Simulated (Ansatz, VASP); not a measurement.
**One calculation of Cl, two programs**

INCAR

```
SYSTEM = Cl
ALGO     = Normal         ! electronic algorithm
EDIFF    = 1E-6           ! SCF threshold, eV
ENCUT    = 500            ! plane-wave cutoff, eV
GGA      = CA             ! functional
GGA_COMPAT= .FALSE.      
ISIF     = 2              ! what is computed and relaxed
ISMEAR   = -1             ! smearing method
LASPH    = .TRUE.         ! aspherical terms in the spheres
LCHARG   = .FALSE.        ! write CHGCAR
LREAL    = .FALSE.        ! projectors in reciprocal space
LWAVE    = .FALSE.        ! write WAVECAR
NBANDS   = 10             ! bands
NELM     = 120            ! most SCF steps
PREC     = Accurate       ! precision mode
SIGMA    = 0.08           ! smearing width, eV
```

The input KPOINTS:

```
k-points
0
G
  15 15 15
  0 0 0
```

POSCAR

```
Cl
1.0
    2.1794168765      0.0000000000      0.0000000000
    0.0000000000      2.1794168765      0.0000000000
    0.0000000000      0.0000000000      2.1794168765
Cl
1
Direct
    0.0000000000      0.0000000000      0.0000000000
```

Input for Ansatz:

```yaml
crystal:
  lattice:
    - [2.1794168765, 0.0, 0.0]
    - [0.0, 2.1794168765, 0.0]
    - [0.0, 0.0, 2.1794168765]
  atoms:
    - { symbol: Cl, position: [0.0, 0.0, 0.0] }
kpoints:
  mp_grid: { grid: [15, 15, 15] }
scf:
  occupations: { method: fermi_dirac, width: 0.08 }
hamiltonian:
  xc: lda
  pseudopotentials: { kind: all_electron, datasets: crystal }
output:
  forces: true
  stress: true
  eigenvalues: true
```

Change from the starting cell: volume scaled by 0.5, crystal datasets.

Alike in both runs: task single point; functional LDA; k mesh 15 × 15 × 15; occupations fermi-dirac, width 0.08 eV; no spin polarisation.

|  | VASP | Ansatz |
| --- | --- | --- |
| version | VASP 6.6.1 | Ansatz 0.2.0 |
| potentials or method | VASP PAW LDA potentials, release 64 (Cl), cutoff 500 eV | all-electron PAW with datasets made for the crystal, scalar-relativistic |

|  | VASP | Ansatz | Ansatz less VASP |
| --- | --- | --- | --- |
| pressure (GPa) | 158.6 | 157.5 | -1.14 |

LDA's correlation is that of Perdew and Zunger in VASP and of Perdew and Wang (1992) in Ansatz. Both programs put the cell under a high pressure, so it lies far from rest at this level. Ansatz ran all-electron here, and VASP with PAW potentials.

Noted on VASP's run: the cell as given lies far from equilibrium.
